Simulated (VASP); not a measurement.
# SnO (P4/nmm) in VASP: notebook, part 2 of 2

VASP 6.6.1. Earlier steps stand in the parts before.

## Step 3: Single point, LDA

This run uses another cell than the first one, of 17.11 Å³/atom.

Input file INCAR:

```
  PREC = Accurate
  ENCUT = 1340
  EDIFF = 1E-6
  ISMEAR = -1
  SIGMA = 0.02
  LREAL = False
  LASPH = True
  NELM = 120
  ALGO = Normal
  ISIF = 2
  LWAVE = False
  LCHARG = True
  LELF = True
  LVHAR = True
  NBANDS = 28
  GGA_COMPAT = False
```

Input file KPOINTS:

```
Automatic mesh
0
Gamma
  6 6 6
```

Input file POSCAR:

```
SnO
1.0
    3.7926488455      0.0000000000      0.0000000000
    0.0000000000      3.7926488455      0.0000000000
    0.0000000000      0.0000000000      4.7582138958
Sn O
2 2
Direct
    0.5000000000      0.0000000000      0.2410340807
    0.0000000000      0.5000000000      0.7589659193
    0.0000000000      0.0000000000      0.0000000000
    0.5000000000      0.5000000000      0.0000000000
```

Potentials or basis: VASP PAW LDA potentials, release 64 (Sn_d, O_h).

On the command line:

```bash
> cat potpaw_LDA.64/Sn_d/POTCAR potpaw_LDA.64/O_h/POTCAR > POTCAR
> mpirun -np 1 vasp_std > vasp.out
```

OUTCAR:

```text
PREC = Accurate
   ENCUT = 1340
   EDIFF = 1E-6
   ISMEAR = -1
   LREAL = False
   LASPH = True
   NELM = 120
   ISIF = 2

 ion  position               nearest neighbor table
   1  0.500  0.000  0.241-   3 2.22   4 2.22   4 2.22   3 2.22   2 3.53   2 3.53   2 3.53   2 3.53
                             2 3.64   2 3.64   2 3.64   2 3.64
   2  0.000  0.500  0.759-   3 2.22   4 2.22   3 2.22   4 2.22   1 3.53   1 3.53   1 3.53   1 3.53
                             1 3.64   1 3.64   1 3.64   1 3.64
   3  0.000  0.000  0.000-   1 2.22   2 2.22   2 2.22   1 2.22
   4  0.500  0.500  0.000-   1 2.22   2 2.22   1 2.22   2 2.22

  LATTYP: Found a simple tetragonal cell.
 ALAT       =     3.7926488455
 C/A-ratio  =     1.2545885711

  Lattice vectors:

 A1 = (   3.7926488455,   0.0000000000,   0.0000000000)
 A2 = (   0.0000000000,   3.7926488455,   0.0000000000)
 A3 = (   0.0000000000,   0.0000000000,   4.7582138958)

Analysis of symmetry for initial positions (statically):
=====================================================================
 Subroutine PRICEL returns:
 Original cell was already a primitive cell.

 Routine SETGRP: Setting up the symmetry group for a
 simple tetragonal supercell.

 Subroutine GETGRP returns: Found 16 space group operations
 (whereof  8 operations were pure point group operations)
 out of a pool of 16 trial point group operations.

The static configuration has the point symmetry D_2d.
 The point group associated with its full space group is D_4h.

Analysis of symmetry for dynamics (positions and initial velocities):
=====================================================================
 Subroutine PRICEL returns:
 Original cell was already a primitive cell.

 Routine SETGRP: Setting up the symmetry group for a
 simple tetragonal supercell.

 Subroutine GETGRP returns: Found 16 space group operations
 (whereof  8 operations were pure point group operations)
 out of a pool of 16 trial point group operations.

The dynamic configuration has the point symmetry D_2d.
[... 123 lines left out ...]
     AMIX     =   0.40;   BMIX     =  1.00
     AMIX_MAG =   1.60;   BMIX_MAG =  1.00
  volume/ion in A,a.u.               =      17.11       115.47
  Fermi-wavevector in a.u.,A,eV,Ry     =   1.368732  2.586528 25.489525  1.873427
  Thomas-Fermi vector in A             =   2.494670
   LORBIT       =      0    0 simple, 1 ext, 2 COOP (PROOUT), +10 PAW based schemes
   GGA     = CA    functional components
   LHFCALC =     F    Hartree Fock is set to
   AEXX    =    0.0000 exact exchange contribution
   IVDW    =     0    specifies the selected vdW correction
   LEPSILON=     F    determine dielectric tensor
   LRPA    =     F    only Hartree local field effects (RPA)
 non-spin polarized calculation
  energy-cutoff  :     1340.00
  volume of cell :       68.44
 maximum number of plane-waves:      7680
 NGX is ok and might be reduce to    48
   NGX = 23   NGY = 23   NGZ = 29

 number of electron      40.0000000 magnetization

 Free energy of the ion-electron system (eV)
  ---------------------------------------------------
  ext. energy  EPLUGINS =         0.00000000
  ---------------------------------------------------
  free energy    TOTEN  =       -25.74081059 eV

  energy without entropy =      -25.74023130  energy(sigma->0) =      -25.74052095

 E-fermi :   7.3339     XC(G=0): -10.7980

 val. band max:        7.2834085376   @ k =   0.1667   0.0000   0.0000
 cond. band min:       7.3351763699   @ k =   0.0000   0.0000   0.0000
 fundamental gap:      0.0517678322
 Fermi energy:         7.3338868300

 k-point     1 :       0.0000    0.0000    0.0000
  band No.  band energies     occupation
      1     -14.5579      2.00000
      2     -14.1173      2.00000
      3     -14.1173      2.00000
      4     -14.1058      2.00000
      5     -14.0579      2.00000
      6     -14.0563      2.00000
[... 733 lines left out ...]
     27      16.5154      0.00000
     28      16.5154      0.00000

 [... further k-points ...]

------------------------ aborting loop because EDIFF is reached ----------------------------------------

  FORCE on cell =-STRESS in cart. coord.  units (eV):
  Direction    XX          YY          ZZ          XY          YZ          ZX
  --------------------------------------------------------------------------------------
  -------------------------------------------------------------------------------------
  Total       -0.7458567     -0.7458567     -0.5634685      0.0000000      0.0000000      0.0000000
  in kB      -17.4596997    -17.4596997    -13.1901878      0.0000000      0.0000000      0.0000000
  external PRESSURE =     -16.0365290 kB  Pullay stress =       0.0000000 kB

 VOLUME and BASIS-vectors are now :
 -----------------------------------------------------------------------------
  energy-cutoff  :     1340.00
  volume of cell :       68.44
      direct lattice vectors                 reciprocal lattice vectors
     3.792648846  0.000000000  0.000000000     0.263667964  0.000000000  0.000000000
     0.000000000  3.792648846  0.000000000     0.000000000  0.263667964  0.000000000
     0.000000000  0.000000000  4.758213896     0.000000000  0.000000000  0.210162893

 POSITION                                       TOTAL-FORCE (eV/Angst)
 -----------------------------------------------------------------------------------
      1.89632      0.00000      1.14689        -0.000000      0.000000     -0.018505
      0.00000      1.89632      3.61132         0.000000      0.000000      0.018505
      0.00000      0.00000      0.00000         0.000000      0.000000      0.000000
      1.89632      1.89632      0.00000         0.000000      0.000000      0.000000
 -----------------------------------------------------------------------------------
    total drift:                                0.000000      0.000000     -0.000000

  FREE ENERGIE OF THE ION-ELECTRON SYSTEM (eV)
  ---------------------------------------------------
  free  energy   TOTEN  =       -25.7408105917 eV

  energy  without entropy=      -25.7402313044  energy(sigma->0) =      -25.74052095
```

OSZICAR:

```text
N       E                     dE             d eps       ncg     rms          rms(c)
DAV:   1     0.581410495419E+03    0.58141E+03   -0.33863E+04  2304   0.395E+03
DAV:   2     0.967998446362E+02   -0.48461E+03   -0.46801E+03  2280   0.855E+02
DAV:   3    -0.166240001526E+02   -0.11342E+03   -0.10892E+03  2756   0.251E+02
DAV:   4    -0.288928267593E+02   -0.12269E+02   -0.12072E+02  2736   0.773E+01
DAV:   5    -0.292817015041E+02   -0.38887E+00   -0.38800E+00  2440   0.145E+01    0.114E+01
DAV:   6    -0.258217765038E+02    0.34599E+01   -0.14366E+01  3768   0.442E+01    0.496E+00
DAV:   7    -0.257964215049E+02    0.25355E-01   -0.19881E+00  2628   0.867E+00    0.253E+00
DAV:   8    -0.257548552751E+02    0.41566E-01   -0.37102E-01  2960   0.421E+00    0.828E-01
DAV:   9    -0.257402718683E+02    0.14583E-01   -0.48016E-02  3708   0.240E+00    0.236E-01
DAV:  10    -0.257411881012E+02   -0.91623E-03   -0.68600E-03  3036   0.759E-01    0.147E-01
DAV:  11    -0.257407960215E+02    0.39208E-03   -0.14008E-03  3620   0.375E-01    0.216E-02
DAV:  12    -0.257408173570E+02   -0.21336E-04   -0.29847E-04  2640   0.110E-01    0.282E-02
DAV:  13    -0.257408120164E+02    0.53407E-05   -0.15798E-05  2524   0.349E-02    0.113E-02
DAV:  14    -0.257408106989E+02    0.13174E-05   -0.32615E-06  2156   0.142E-02    0.425E-03
DAV:  15    -0.257408105917E+02    0.10719E-06   -0.14244E-06  1300   0.827E-03
   1 F= -.25740811E+02 E0= -.25740521E+02  d E =-.579287E-03
```

stdout:

```text
POSCAR found type information on POSCAR SnO
 POSCAR found :  2 types and       4 ions
 scaLAPACK will be used
 LDA part: xc-table for (Slater(with rela. corr.)+CA(PZ))
 , standard interpolation
 POSCAR, INCAR and KPOINTS ok, starting setup
 FFT: planning ... GRIDC
 FFT: planning ... GRID_SOFT
 FFT: planning ... GRID
 WAVECAR not read
 entering main loop
```

Wall time 3.5 min (1 thread of Intel Xeon Platinum 8559C (Emerald Rapids), shared host); peak memory 0.45 GiB.

What came out:

| Property | Result |
| --- | --- |
| Free energy | -25.7408 eV |
| Pressure | -1.6 GPa |
| Largest force | 0.019 eV/Å |
| Band gap on the k mesh | 0.01 eV (least direct gap 1.87 eV) |

Forces on the atoms (eV/Å):
```
Sn   0.000  0.000 -0.019
Sn   0.000  0.000  0.019
O    0.000  0.000  0.000
O    0.000  0.000  0.000
```

Caveat: the smearing spreads over this small gap; semilocal functionals underestimate gaps, and a narrow one can read as zero; spin-orbit coupling is left out, which moves the levels of the heavy elements.

## Step 4: Single point, PBE, non-collinear spin, zero start, spin-orbit coupling

This run uses another cell than the first one, of 17.11 Å³/atom.

Input file INCAR:

```
SYSTEM = SnO
PREC = Accurate
ENCUT = 600
EDIFF = 1E-6
ISMEAR = -1
SIGMA = 0.02
LREAL = .False.
LASPH = .True.
NELM = 200
ALGO = Normal
ISIF = 2
LWAVE = .False.
LCHARG = .False.
MAGMOM = 0 0 0 0 0 0 0 0 0 0 0 0
LORBIT = 11
LSORBIT = .True.
GGA_COMPAT = .False.
LORBMOM = .True.
GGA = PE
NBANDS = 54
```

Input file KPOINTS:

```
regular mesh
0
Gamma
  6 6 6
  0 0 0
```

POSCAR is that of step 3.

Potentials or basis: VASP PAW PBE potentials, release 64 (Sn_d, O).

On the command line:

```bash
> cat potpaw_PBE.64/Sn_d/POTCAR potpaw_PBE.64/O/POTCAR > POTCAR
> mpirun -np 1 vasp_ncl > vasp.out
```

OUTCAR:

```text
SYSTEM = SnO
   PREC = Accurate
   ENCUT = 600
   EDIFF = 1E-6
   ISMEAR = -1
   LREAL = .False.
   LASPH = .True.
   NELM = 200
   ISIF = 2
   LORBIT = 11
   LSORBIT = .True.
   GGA = PE

 ion  position               nearest neighbor table
   1  0.500  0.000  0.241-   3 2.22   4 2.22   4 2.22   3 2.22   2 3.53   2 3.53   2 3.53   2 3.53
                             2 3.64   2 3.64   2 3.64   2 3.64
   2  0.000  0.500  0.759-   3 2.22   4 2.22   3 2.22   4 2.22   1 3.53   1 3.53   1 3.53   1 3.53
                             1 3.64   1 3.64   1 3.64   1 3.64
   3  0.000  0.000  0.000-   1 2.22   2 2.22   2 2.22   1 2.22
   4  0.500  0.500  0.000-   1 2.22   2 2.22   1 2.22   2 2.22

  LATTYP: Found a simple tetragonal cell.
 ALAT       =     3.7926488455
 C/A-ratio  =     1.2545885711

  Lattice vectors:

 A1 = (   3.7926488455,   0.0000000000,   0.0000000000)
 A2 = (   0.0000000000,   3.7926488455,   0.0000000000)
 A3 = (   0.0000000000,   0.0000000000,   4.7582138958)

Analysis of symmetry for initial positions (statically):
=====================================================================
 Subroutine PRICEL returns:
 Original cell was already a primitive cell.

 Routine SETGRP: Setting up the symmetry group for a
 simple tetragonal supercell.

 Subroutine GETGRP returns: Found 16 space group operations
[... 1603 lines left out ...]
     0.0000000     0.0000000     0.0000000     0.0000000     0.0000000     0.0000000     0.0000000
[... 49 lines left out ...]
 l=   2
     0.0000000     0.0000000     0.0000000     0.0000000     0.0000000
     0.0000000     0.0000000     0.0000000     0.0000000     0.0000000
     0.0000000     0.0000000     0.0000000     0.0000000     0.0000000
     0.0000000     0.0000000     0.0000000     0.0000000     0.0000000
     0.0000000     0.0000000     0.0000000     0.0000000     0.0000000
 l=   3
     0.0000000     0.0000000     0.0000000     0.0000000     0.0000000     0.0000000     0.0000000
     0.0000000     0.0000000     0.0000000     0.0000000     0.0000000     0.0000000     0.0000000
     0.0000000     0.0000000     0.0000000     0.0000000     0.0000000     0.0000000     0.0000000
     0.0000000     0.0000000     0.0000000     0.0000000     0.0000000     0.0000000     0.0000000
     0.0000000     0.0000000     0.0000000     0.0000000     0.0000000     0.0000000     0.0000000
     0.0000000     0.0000000     0.0000000     0.0000000     0.0000000     0.0000000     0.0000000
     0.0000000     0.0000000     0.0000000     0.0000000     0.0000000     0.0000000     0.0000000

 total charge

# of ion       s       p       d       tot
------------------------------------------
    1        1.248   0.810  10.084  12.143
    2        1.248   0.810  10.084  12.143
    3        1.574   3.448   0.000   5.022
    4        1.574   3.448   0.000   5.022
--------------------------------------------------
tot          5.645   8.516  20.168  34.329

 magnetization (x)

# of ion       s       p       d       tot
------------------------------------------
    1       -0.000   0.000   0.000  -0.000
    2        0.000   0.000   0.000   0.000
    3       -0.000   0.000   0.000   0.000
    4       -0.000   0.000   0.000   0.000
--------------------------------------------------
tot         -0.000   0.000   0.000   0.000

 magnetization (y)

# of ion       s       p       d       tot
------------------------------------------
    1        0.000  -0.000  -0.000  -0.000
    2        0.000  -0.000  -0.000  -0.000
    3       -0.000  -0.000   0.000  -0.000
    4        0.000  -0.000   0.000  -0.000
--------------------------------------------------
tot          0.000  -0.000  -0.000  -0.000

 magnetization (z)

# of ion       s       p       d       tot
------------------------------------------
    1        0.000   0.000   0.000   0.000
    2        0.000   0.000   0.000   0.000
    3        0.000  -0.000   0.000  -0.000
    4        0.000  -0.000   0.000  -0.000
--------------------------------------------------
tot          0.000  -0.000   0.000  -0.000
```

Wall time 10 min (1 thread of Oxide Virtual Turin-like, shared host); peak memory 0.45 GiB.

What came out:

* Free energy: -22.7202 eV
* Pressure: 5.5 GPa
* Largest force: 0.583 eV/Å
* Net moment: 0.00 μB per cell
* Valence electrons inside the program's atomic spheres: Sn 12.14; O 5.02

Forces in eV/Å, atoms in the order of the input:
```
Sn   0.000  0.000  0.583
Sn   0.000  0.000 -0.583
O    0.000  0.000  0.000
O    0.000  0.000  0.000
```

Stress tensor (GPa, compression positive):
```
5.82 0.00 0.00
0.00 5.82 0.00
0.00 0.00 4.96
```

Moments on the atoms (μB; x, y, z):
```
Sn  0.00 0.00 0.00
Sn  0.00 0.00 0.00
O   0.00 0.00 0.00
O   0.00 0.00 0.00
```

Caveat: the cell stands under pressure.

## Step 5: Single point, HSE06

This run uses another cell than the first one, of 17.11 Å³/atom.

POSCAR is that of step 4.

Input file INCAR.step1:

```
ALGO = Normal
EDIFF = 1E-5
ENCUT = 520
GGA = PE
GGA_COMPAT = F
ISIF = 2
ISMEAR = -1
KPAR = 4
LASPH = T
LCHARG = F
LREAL = F
LWAVE = T
NBANDS = 28
NELM = 120
PREC = Accurate
SIGMA = 0.02
```

Input file INCAR.step2:

```
ALGO = Normal
EDIFF = 1E-6
ENCUT = 520
GGA = PE
GGA_COMPAT = F
HFSCREEN = 0.2079
ISIF = 2
ISMEAR = -1
ISTART = 1
KPAR = 4
LASPH = T
LCHARG = F
LHFCALC = T
LREAL = F
LWAVE = F
NBANDS = 28
NELM = 120
PREC = Accurate
PRECFOCK = Normal
SIGMA = 0.02
```

Input file KPOINTS:

```
k-points
0
Gamma
  4 4 4
```

On the command line:

```bash
> cat potpaw_PBE.64/Sn_d/POTCAR potpaw_PBE.64/O/POTCAR > POTCAR
> cp INCAR.step1 INCAR
> mpirun -np 4 vasp_std > vasp.out
> cp INCAR.step2 INCAR
> mpirun -np 4 vasp_std > vasp.out
```

Run time: 37 min. Hardware: 4 MPI ranks of Oxide Virtual Turin-like, shared host; peak memory 0.28 GiB.

Results (log left out):

```
Free energy            : -27.9906 eV
Pressure               : 1.2 GPa
Largest force          : 0.055 eV/Å
Band gap on the k mesh : 0.25 eV (least direct gap 2.55 eV)
```

Forces in eV/Å, atoms in the order of the input:
```
Sn   0.000  0.000 -0.055
Sn   0.000  0.000  0.055
O    0.000  0.000  0.000
O    0.000  0.000  0.000
```

Stress tensor (GPa, compression positive):
```
1.05 0.00 0.00
0.00 1.05 0.00
0.00 0.00 1.39
```

Levels at points of the mesh, in eV from the valence-band top:
| k point | band 16 | band 17 | band 18 | band 19 | band 20 | band 21 | band 22 | band 23 | band 24 | band 25 |
| --- | --- | --- | --- | --- | --- | --- | --- | --- | --- | --- |
| (0.00, 0.00, 0.00) | -7.60 | -4.56 | -4.23 | -4.23 | 0.00 | 2.80 | 5.16 | 5.24 | 5.24 | 6.66 |
| (0.50, 0.00, 0.00) | -6.17 | -6.06 | -6.06 | -3.38 | -3.38 | 3.92 | 3.92 | 6.72 | 6.72 | 7.01 |
| (0.50, 0.50, 0.00) | -6.32 | -3.51 | -3.51 | -2.30 | -2.30 | 0.25 | 0.25 | 5.06 | 5.06 | 8.48 |
| (0.00, 0.00, 0.50) | -4.64 | -4.25 | -4.25 | -3.10 | -2.95 | 2.28 | 3.37 | 3.37 | 4.11 | 8.80 |
| (0.50, 0.00, 0.50) | -6.66 | -6.02 | -6.02 | -2.30 | -2.30 | 3.22 | 3.22 | 6.10 | 6.10 | 7.71 |
| (0.50, 0.50, 0.50) | -6.80 | -3.51 | -3.51 | -3.23 | -3.23 | 2.69 | 2.69 | 4.92 | 4.92 | 6.52 |

Caveat: the PAW data sets were made with another functional, which shifts forces and pressure a little; spin-orbit coupling is left out, which moves the levels of the heavy elements. A k mesh can miss the band edges.

## Step 6: Overview

```tsv
level	potentials or basis	spin	cell	k mesh	cutoff (eV)	grid for exact exchange (PRECFOCK)	share of exact exchange	screening parameter	gap on the mesh (eV)	pressure (GPa)	largest force (eV/Å)
PBE+D3(BJ)	VASP PAW PBE potentials, release 64 (Sn_d, O_h)	off	a = 3.835, b = 3.835, c = 4.761 Å, 4 atoms, atomic positions A	6 × 6 × 6	1340	-	-	-	none	0.2	0.07
LDA	VASP PAW LDA potentials, release 64 (Sn_d, O_h)	off	a = 3.793, b = 3.793, c = 4.758 Å, 4 atoms, atomic positions B	6 × 6 × 6	1340	-	-	-	0.01	-1.6	0.02
PBE	VASP PAW PBE potentials, release 64 (Sn_d, O)	non-collinear, zero start, SOC	a = 3.793, b = 3.793, c = 4.758 Å, 4 atoms, atomic positions B	6 × 6 × 6	600	-	-	-	-	5.5	0.58
HSE06	VASP PAW PBE potentials, release 64 (Sn_d, O)	off	a = 3.793, b = 3.793, c = 4.758 Å, 4 atoms, atomic positions B	4 × 4 × 4	520	Normal	0.25	0.2079 1/Å	0.25	1.2	0.05
```

Alike in all rows: task single point; smearing fermi-dirac 0.02 eV.

Caveats: spin-orbit coupling is left out, which moves the levels of the heavy elements (at least some runs); semilocal functionals underestimate gaps, and a narrow one can read as zero (at least some runs); the smearing spreads over this small gap (at least some runs); the cell stands under pressure (at least some runs); the PAW data sets were made with another functional, which shifts forces and pressure a little (at least some runs).

Total energies depend on the potentials used, so only differences within one code and one set of settings carry meaning.

The gap in the log of VASP goes by the Fermi energy; the results here count the filled bands.